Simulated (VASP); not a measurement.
# Li2Sm (P6/mmm) in VASP: single point with PBE

Aim: the single point of Li2Sm with PBE.

Everything below comes from runs of VASP 6.6.1. Logs are shortened: lines on timing, memory, paths and dates and some standing lists are left out, and cuts for length are marked.

## (1) The cell of the first run

It takes space group P6/mmm (No. 191, hexagonal). The conventional cell has a = 5.120 Å, b = 5.120 Å, c = 3.265 Å, α = 90.00°, β = 90.00°, γ = 120.00°. Li (site symmetry -6m2) has 5 Li at 2.96 to 3.26 Å and 6 Sm at 3.38 Å within 3.9 Å. Sm (site symmetry 6/mmm) has 2 Sm at 3.26 Å and 12 Li at 3.38 Å within 4.3 Å.

## (2) Single point, PBE

File POSCAR:

```
Li2Sm
1.0
    5.1196817913      0.0000000000      0.0000000000
   -2.5598408956      4.4337744905      0.0000000000
    0.0000000000      0.0000000000      3.2646875657
Li Sm
2 1
Direct
    0.3333333333      0.6666666667      0.5000000000
    0.6666666667      0.3333333333      0.5000000000
    0.0000000000      0.0000000000      0.0000000000
```

File INCAR.step1:

```
SYSTEM = Li2Sm
PREC     = Accurate       ! precision mode
ENCUT    = 650            ! plane-wave cutoff, eV
EDIFF    = 1E-6           ! SCF threshold, eV
ISMEAR   = 0              ! smearing method
SIGMA    = 0.1            ! smearing width, eV
LREAL    = .FALSE.        ! projectors in reciprocal space
LASPH    = .TRUE.         ! aspherical terms in the spheres
NELM     = 200            ! most SCF steps
ALGO     = Normal         ! electronic algorithm
ISIF     = 2              ! what is computed and relaxed
LWAVE    = .FALSE.        ! write WAVECAR
LCHARG   = .TRUE.         ! write CHGCAR
LMAXMIX  = 6              ! l up to which the mixer works
GGA      = PE             ! functional
NBANDS   = 16             ! bands
GGA_COMPAT= .FALSE.      
NEDOS    = 2001           ! points of the DOS
LORBIT   = 11             ! projections on sites
```

File KPOINTS.step1:

```
regular mesh
0
G
  12 12 14
  0 0 0
```

File INCAR.step2:

```
SYSTEM = Li2Sm
PREC     = Accurate       ! precision mode
ENCUT    = 650            ! plane-wave cutoff, eV
EDIFF    = 1E-6           ! SCF threshold, eV
ISMEAR   = -5             ! smearing method
SIGMA    = 0.1            ! smearing width, eV
LREAL    = .FALSE.        ! projectors in reciprocal space
LASPH    = .TRUE.         ! aspherical terms in the spheres
NELM     = 200            ! most SCF steps
ALGO     = Normal         ! electronic algorithm
ISIF     = 2              ! what is computed and relaxed
LWAVE    = .FALSE.        ! write WAVECAR
LCHARG   = .FALSE.        ! write CHGCAR
LMAXMIX  = 6              ! l up to which the mixer works
GGA      = PE             ! functional
LORBIT   = 11             ! projections on sites
NEDOS    = 1001           ! points of the DOS
ICHARG   = 11             ! starting density
GGA_COMPAT= .FALSE.
```

File KPOINTS.step2:

```
regular mesh
0
G
  18 18 21
  0 0 0
```

Potentials or basis: VASP PAW PBE potentials, release 64 (Li_sv, Sm_3), 4f in core.

Started as:

```bash
cat potpaw_PBE.64/Li_sv/POTCAR potpaw_PBE.64/Sm_3/POTCAR > POTCAR
cp INCAR.step1 INCAR
cp KPOINTS.step1 KPOINTS
mpirun -np 1 vasp_std > vasp.out
cp INCAR.step2 INCAR
cp KPOINTS.step2 KPOINTS
mpirun -np 1 vasp_std > vasp.out
```

OUTCAR:

```text
SYSTEM = Li2Sm
   PREC = Accurate
   ENCUT = 650
   EDIFF = 1E-6
   ISMEAR = -5
   LREAL = .FALSE.
   LASPH = .TRUE.
   NELM = 200
   ISIF = 2
   GGA = PE
   LORBIT = 11
   ICHARG = 11

 ion  position               nearest neighbor table
   1  0.333  0.667  0.500-
   2  0.667  0.333  0.500-
   3  0.000  0.000  0.000-

  LATTYP: Found a hexagonal cell.
 ALAT       =     5.1196817913
 C/A-ratio  =     0.6376739217

  Lattice vectors:

 A1 = (   5.1196817913,   0.0000000000,   0.0000000000)
 A2 = (  -2.5598408956,   4.4337744905,   0.0000000000)
 A3 = (   0.0000000000,   0.0000000000,   3.2646875657)

Analysis of symmetry for initial positions (statically):
=====================================================================
 Subroutine PRICEL returns:
 Original cell was already a primitive cell.

 Routine SETGRP: Setting up the symmetry group for a
 hexagonal supercell.

 Subroutine GETGRP returns: Found 24 space group operations
 (whereof 24 operations were pure point group operations)
 out of a pool of 24 trial point group operations.

The static configuration has the point symmetry D_6h.

Analysis of symmetry for dynamics (positions and initial velocities):
=====================================================================
 Subroutine PRICEL returns:
 Original cell was already a primitive cell.

 Routine SETGRP: Setting up the symmetry group for a
 hexagonal supercell.

 Subroutine GETGRP returns: Found 24 space group operations
 (whereof 24 operations were pure point group operations)
 out of a pool of 24 trial point group operations.

The dynamic configuration has the point symmetry D_6h.

 Subroutine INISYM returns: Found 24 space group operations
 (whereof 24 operations are pure point group operations),
 and found     1 'primitive' translations

----------------------------------------------------------------------------------------

                                     Primitive cell

  volume of cell :      74.1068

  direct lattice vectors                    reciprocal lattice vectors
     5.119681791  0.000000000  0.000000000     0.195324639  0.112770733  0.000000000
    -2.559840896  4.433774491  0.000000000     0.000000000  0.225541466  0.000000000
     0.000000000  0.000000000  3.264687566     0.000000000  0.000000000  0.306308025

  length of vectors
     5.119681791  5.119681791  3.264687566     0.225541466  0.225541466  0.306308025

  position of ions in fractional coordinates (direct lattice)
     0.333333333  0.666666667  0.500000000
     0.666666667  0.333333333  0.500000000
     0.000000000  0.000000000  0.000000000

  ion indices of the primitive-cell ions
   primitive index   ion index
                 1           1
                 2           2
                 3           3

----------------------------------------------------------------------------------------

 KPOINTS: regular mesh

Automatic generation of k-mesh.
 Grid dimensions read from file:
 generate k-points for:   18   18   21

 Generating k-lattice:

  Cartesian coordinates                     Fractional coordinates (reciprocal lattice)
     0.010851369  0.006265041  0.000000000     0.055555556 -0.000000000  0.000000000
     0.000000000  0.012530081  0.000000000     0.000000000  0.055555556  0.000000000
     0.000000000  0.000000000  0.014586096     0.000000000  0.000000000  0.047619048

  Length of vectors
     0.012530081  0.012530081  0.014586096

  Shift w.r.t. Gamma in fractional coordinates (k-lattice)
     0.000000000  0.000000000  0.000000000

 TETIRR: Found   6759 inequivalent tetrahedra from    40824

 Subroutine IBZKPT returns following result:
 ===========================================

 Found    407 irreducible k-points:

 Following reciprocal coordinates:
            Coordinates               Weight
  0.000000  0.000000  0.000000      1.000000
  0.055556  0.000000  0.000000      6.000000
  0.111111  0.000000  0.000000      6.000000
  0.166667  0.000000  0.000000      6.000000
  0.222222 -0.000000  0.000000      6.000000
  0.277778  0.000000  0.000000      6.000000
[... 16 lines left out ...]
  0.333333  0.111111  0.000000     12.000000
  0.388889  0.111111  0.000000     12.000000
 [... further k-points ...]
   k-points           NKPTS =    407   k-points in BZ     NKDIM =    407   number of bands    NBANDS=     12
   number of dos      NEDOS =   1001   number of ions     NIONS =      3
   total plane-waves  NPLWV =  64512
   dimension x,y,z NGX =    48 NGY =   48 NGZ =   28
   dimension x,y,z NGXF=    96 NGYF=   96 NGZF=   56
   ions per type =               2   1
   NGX,Y,Z   is equivalent  to a cutoff of  15.59, 15.59, 14.26 a.u.
   NGXF,Y,Z  is equivalent  to a cutoff of  31.17, 31.17, 28.52 a.u.
 SYSTEM =  Li2Sm
   PREC   = accura    normal or accurate (medium, high low for compatibility)
   ISTART =      0    job   : 0-new  1-cont  2-samecut
   ICHARG =     11    charge: 1-file 2-atom 10-const
   ISPIN  =      1    spin polarized calculation?
   LNONCOLLINEAR =      F non collinear calculations
   LSORBIT =      F    spin-orbit coupling
   LASPH  =      T    aspherical Exc in radial PAW
   ENCUT  =  650.0 eV  47.77 Ry    6.91 a.u.  10.64 10.64  6.79*2*pi/ulx,y,z
   NELM   =    200;   NELMIN=  2; NELMDL=  0     # of ELM steps
   EDIFF  = 0.1E-05   stopping-criterion for ELM
   LREAL  =      F    real-space projection
   EDIFFG = 0.1E-04   stopping-criterion for IOM
   NSW    =      0    number of steps for IOM
   IBRION =     -1    ionic relax: 0-MD 1-quasi-New 2-CG
   NFREE  =      0    steps in history (QN), initial steepest desc. (CG)
   ISIF   =      2    stress and relaxation
   ISYM   =      2    0-nonsym 1-usesym 2-fastsym
   POTIM  = 0.5000    time-step for ionic-motion
   TEBEG  =    0.0;   TEEND  =   0.0 temperature during run
   PSTRESS=    0.0 pullay stress
   NELECT =      17.0000    total number of electrons
   NUPDOWN=      -1.0000    fix difference up-down
   EMIN   =  10.00;   EMAX   =-10.00  energy-range for DOS
   EFERMI =   0.00;   METHOD = LEGACY
   ISMEAR =    -5;   SIGMA  =   0.10  broadening in eV -4-tet -1-fermi 0-gaus
   EFERMI_NEDOS =   21; number of points for ismear=-14 and -15
   IALGO  =     38    algorithm
   IMIX   =      4    mixing-type and parameters
     AMIX     =   0.40;   BMIX     =  1.00
     AMIX_MAG =   1.60;   BMIX_MAG =  1.00
  volume/ion in A,a.u.               =      24.70       166.70
  Fermi-wavevector in a.u.,A,eV,Ry     =   1.002163  1.893814 13.664751  1.004331
  Thomas-Fermi vector in A             =   2.134632
   LORBIT       =     11    0 simple, 1 ext, 2 COOP (PROOUT), +10 PAW based schemes
   GGA     = PE    functional components
   LHFCALC =     F    Hartree Fock is set to
   AEXX    =    0.0000 exact exchange contribution
   IVDW    =     0    specifies the selected vdW correction
   LEPSILON=     F    determine dielectric tensor
   LRPA    =     F    only Hartree local field effects (RPA)
 non-spin polarized calculation
 Fermi weights with tetrahedron method with Bloechl corrections
  energy-cutoff  :      650.00
  volume of cell :       74.11
 maximum number of plane-waves:      2813
 NGX is ok and might be reduce to    48

 number of electron      17.0000008 magnetization

 Free energy of the ion-electron system (eV)
  ---------------------------------------------------
  ext. energy  EPLUGINS =         0.00000000
  ---------------------------------------------------
  free energy    TOTEN  =        -8.03219087 eV

  energy without entropy =       -8.03219087  energy(sigma->0) =       -8.03219087

 E-fermi :   1.5508     XC(G=0):  -8.3043

 val. band max:        1.5522574668   @ k =   0.1111   0.1111   0.2381
 cond. band min:       1.5504283254   @ k =   0.2222   0.2222   0.3333
 fundamental gap:     -0.0018291414
 Fermi energy:         1.5508116322

 k-point     1 :       0.0000    0.0000    0.0000
  band No.  band energies     occupation
      1     -44.3248      2.00000
      2     -44.3110      2.00000
      3     -39.6841      2.00000
      4     -19.1164      2.00000
      5     -19.1164      2.00000
      6     -18.4658      2.00000
      7      -2.1899      2.00000
      8       1.2225      2.00000
      9       1.2876      2.00000
     10       1.2876      2.00000
     11       5.4152      0.00000
     12       5.4152      0.00000

 k-point     2 :       0.0556    0.0000    0.0000
  band No.  band energies     occupation
      1     -44.3247      2.00000
      2     -44.3111      2.00000
      3     -39.6841      2.00000
      4     -19.1170      2.00000
      5     -19.1166      2.00000
      6     -18.4658      2.00000
      7      -2.1657      2.00000
      8       1.2200      2.00000
      9       1.2650      2.00000
     10       1.3098      2.00000
     11       5.3158      0.00000
     12       5.3649      0.00000

 k-point     3 :       0.1111    0.0000    0.0000
  band No.  band energies     occupation
      1     -44.3245      2.00000
      2     -44.3113      2.00000
      3     -39.6841      2.00000
      4     -19.1187      2.00000
      5     -19.1171      2.00000
      6     -18.4657      2.00000
      7      -2.0932      2.00000
      8       1.1842      2.00000
      9       1.2288      2.00000
     10       1.3760      2.00000
     11       5.0519      0.00000
     12       5.2221      0.00000
[... 286 lines left out ...]
 k-point    23 :       0.3333    0.1111    0.0000
  band No.  band energies     occupation
      1     -44.3208      2.00000
      2     -44.3149      2.00000
      3     -39.6839      2.00000
      4     -19.1335      2.00000
      5     -19.1228      2.00000
      6     -18.4648      2.00000
      7      -1.1208      2.00000
      8       0.4764      2.00000
      9       1.0360      2.00000
     10       2.2175      0.00000
     11       3.3516      0.00000
     12       3.9308      0.00000

 k-point    24 :       0.3889    0.1111    0.0000
  band No.  band energies     occupation
      1     -44.3201      2.00000
      2     -44.3155      2.00000
      3     -39.6839      2.00000
      4     -19.1350      2.00000
      5     -19.1234      2.00000
      6     -18.4647      2.00000
      7      -0.9387      2.00000
      8       0.3282      2.00000
      9       1.0087      2.00000
     10       2.3346      0.00000
     11       3.3299      0.00000
     12       3.6705      0.00000

 [... further k-points ...]
[... 5 lines left out ...]
  --------------------------------------------------------------------------------------
  -------------------------------------------------------------------------------------
  Total        0.0768925      0.0768925     -0.0108998      0.0000000      0.0000000      0.0000000
  in kB        1.6624023      1.6624023     -0.2356519      0.0000000      0.0000000      0.0000000
  external PRESSURE =       1.0297176 kB  Pullay stress =       0.0000000 kB

 VOLUME and BASIS-vectors are now :
 -----------------------------------------------------------------------------
  energy-cutoff  :      650.00
  volume of cell :       74.11
      direct lattice vectors                 reciprocal lattice vectors
     5.119681791  0.000000000  0.000000000     0.195324639  0.112770733  0.000000000
    -2.559840896  4.433774491  0.000000000     0.000000000  0.225541466  0.000000000
     0.000000000  0.000000000  3.264687566     0.000000000  0.000000000  0.306308025

 POSITION                                       TOTAL-FORCE (eV/Angst)
 -----------------------------------------------------------------------------------
     -0.00000      2.95585      1.63234        -0.000000      0.000000      0.000000
      2.55984      1.47792      1.63234         0.000000      0.000000      0.000000
      0.00000      0.00000      0.00000         0.000000      0.000000      0.000000
 -----------------------------------------------------------------------------------
    total drift:                               -0.000000      0.000000      0.000000

  FREE ENERGIE OF THE ION-ELECTRON SYSTEM (eV)
  ---------------------------------------------------
  free  energy   TOTEN  =        -8.0321908712 eV

  energy  without entropy=       -8.0321908712  energy(sigma->0) =       -8.03219087

 total charge

# of ion       s       p       d       tot
------------------------------------------
    1        2.042   0.047   0.000   2.089
    2        2.042   0.047   0.000   2.089
    3        2.198   5.869   0.968   9.035
--------------------------------------------------
tot          6.282   5.962   0.968  13.212
```

It took 5.8 min on 1 thread of AMD EPYC 9R45 (Zen 5), shared host; peak memory 0.63 GiB.

Results:

- Valence electrons inside the program's atomic spheres: Li 2.09; Sm 9.04

Levels at points of the mesh, in eV from the Fermi level:
```tsv
k point	band 5	band 6	band 7	band 8	band 9	band 10	band 11	band 12
(0.00, 0.00, 0.00)	-20.67	-20.02	-3.74	-0.33	-0.26	-0.26	3.86	3.86
(0.50, 0.00, 0.00)	-20.67	-20.02	-2.50	-1.30	-0.43	1.01	1.63	1.91
```

Caveat: spin-orbit coupling is left out, which moves the levels of the heavy elements; the 4f electrons are frozen in the core, so they carry no moment and show no levels. Spin polarisation is off, so any magnetic state and its effect on volume and gap are missing.
